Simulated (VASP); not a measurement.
Set up this calculation in VASP 6.6.1, as the native input.

```
Task                   : single point
Functional             : PBE
Potentials or basis    : VASP PAW PBE potentials, release 64 (Al, H)
Cutoff                 : 520 eV
k mesh                 : 9 × 3 × 1
Occupations            : gaussian, width 0.1 eV
Spin                   : no spin polarisation
Dipole correction      : yes
Further INCAR settings : ALGO = Normal; EDIFF = 1e-07; NBANDS = 25
```

The structure of Al9H lies in POSCAR:

```
Al9H
1.0
    2.8543223330      0.0000000000      0.0000000000
   -1.4271611665      9.7033329366      0.0000000000
    0.0000000000      0.0000000000     21.7902708969
Al H
9 1
Direct
    0.5324485604      0.0648971207      0.1835681630
    0.6709687938      0.3419375876      0.2292758741
    0.2986728405      0.5973456810      0.2384174163
    0.9263768872      0.8527537744      0.2475589585
    0.0639738222      0.1277383808      0.2937147080
    0.1995905480      0.4042696935      0.3452583266
    0.8288544886      0.6597110299      0.3524478004
    0.4526361687      0.9111292155      0.3607640453
    0.5925232094      0.1814597089      0.4034034702
    0.7175232094      0.3064597089      0.4350689783
```

One way to write it, as run:

INCAR

```
  PREC = Accurate
  ENCUT = 520
  EDIFF = 1E-7
  ISMEAR = 0
  SIGMA = 0.1
  LREAL = F
  LASPH = T
  NELM = 80
  ALGO = Normal
  ISIF = 2
  LWAVE = F
  LCHARG = F
  LDIPOL = T
  IDIPOL = 3
  DIPOL = 0.5 0.5 0.309
  GGA = PE
  NBANDS = 25
```

KPOINTS

```
Automatic mesh
0
Gamma
  9 3 1
```

Potentials or basis: VASP PAW PBE potentials, release 64 (Al, H).

Command:

```console
$ cat potpaw_PBE.64/Al/POTCAR potpaw_PBE.64/H/POTCAR > POTCAR
$ mpirun -np 1 vasp_std > vasp.out
```

It gave:

| Quantity | Value |
| --- | --- |
| Largest force | 4.248 eV/Å |
| Band gap on the k mesh | zero (band 14 reaches -0.78 eV, above the bottom of band 15 at -1.35 eV) |

It took 12 min on 1 thread of Intel(R) Xeon(R) Platinum 8488C (Sapphire Rapids) (shared host), peak memory 0.69 GiB.
